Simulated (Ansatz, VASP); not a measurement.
## HfC: VASP beside Ansatz

The input INCAR:

```
SYSTEM = HfC
ALGO = Normal
EDIFF = 1E-6
ENCUT = 600
GGA = PS
GGA_COMPAT = .False.
ISIF = 2
ISMEAR = -1
LASPH = .True.
LCHARG = .False.
LREAL = .False.
LWAVE = .False.
NBANDS = 14
NELM = 120
PREC = Accurate
SIGMA = 0.05
```

File KPOINTS:

```
k-points
0
Gamma
  15 15 15
  0 0 0
```

POSCAR

```
HfC
1.0
    0.0000000000      2.3705998121      2.3705998121
    2.3705998121      0.0000000000      2.3705998121
    2.3705998121      2.3705998121      0.0000000000
Hf C
1 1
Direct
    0.5000000000      0.5000000000      0.5000000000
    0.0000000000      0.0000000000      0.0000000000
```

Input for Ansatz:

```yaml
crystal:
  lattice:
    - [0.0, 2.3705998121, 2.3705998121]
    - [2.3705998121, 0.0, 2.3705998121]
    - [2.3705998121, 2.3705998121, 0.0]
  atoms:
    - { symbol: Hf, position: [0.5, 0.5, 0.5] }
    - { symbol: C, position: [0.0, 0.0, 0.0] }
kpoints:
  mp_grid: { grid: [15, 15, 15] }
  band_path:
    path:
      - [0.0, 0.0, 0.0]
      - [0.5, 0.0, 0.5]
      - [0.625, 0.25, 0.625]
      - [0.375, 0.375, 0.75]
      - [0.0, 0.0, 0.0]
      - [0.5, 0.5, 0.5]
      - [0.5, 0.25, 0.75]
      - [0.5, 0.0, 0.5]
    npoints: 5
scf:
  occupations: { method: fermi_dirac, width: 0.05 }
hamiltonian:
  xc: pbesol
  pseudopotentials: { kind: all_electron, lapw: { basis_error: 0.001 } }
output:
  forces: true
  stress: true
  eigenvalues: true
```

Change from the starting cell: volume scaled by 1.06.

Alike in both runs: task single point; functional PBEsol; k mesh 15 × 15 × 15; occupations fermi-dirac, width 0.05 eV; no spin polarisation.

|  | VASP | Ansatz |
| --- | --- | --- |
| version | VASP 6.6.1 | Ansatz 0.2.0 |
| potentials or method | VASP PAW PBE potentials, release 64 (Hf_pv, C), cutoff 600 eV | all-electron LAPW, scalar-relativistic |

Ansatz gave:

```
pressure (GPa) : -18.0
```

Q: Which values does VASP return?

A: Pressure (GPa): -18.7.

VASP's potentials were made for PBE, not for PBEsol. Ansatz ran all-electron here, and VASP with PAW potentials.

Spin-orbit coupling is off throughout.
